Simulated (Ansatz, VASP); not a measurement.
# In: VASP beside Ansatz

```
CELL_PARAMETERS angstrom
3.09027 0.00000 0.00000
0.00000 3.09027 0.00000
0.00000 0.00000 3.09027
ATOMIC_POSITIONS crystal
In 0.00000 0.00000 0.00000
```

Alike in both runs: functional PBE; k mesh 13 × 13 × 13; occupations fermi-dirac, width 0.05 eV; non-collinear spin, spin-orbit coupling.

Ansatz relaxed the structure, and its values are those at the end. VASP's run is a single point on that final structure, the one shown.

```csv
,VASP,Ansatz
version,VASP 6.6.1,Ansatz 0.2.0
potentials or method,"VASP PAW PBE potentials, release 64 (In_d), cutoff 520 eV",all-electron LAPW
```

```csv
,VASP,Ansatz,Ansatz less VASP
pressure (GPa),0.0,0.0,0.00
```

Ansatz ran all-electron here, and VASP with PAW potentials.
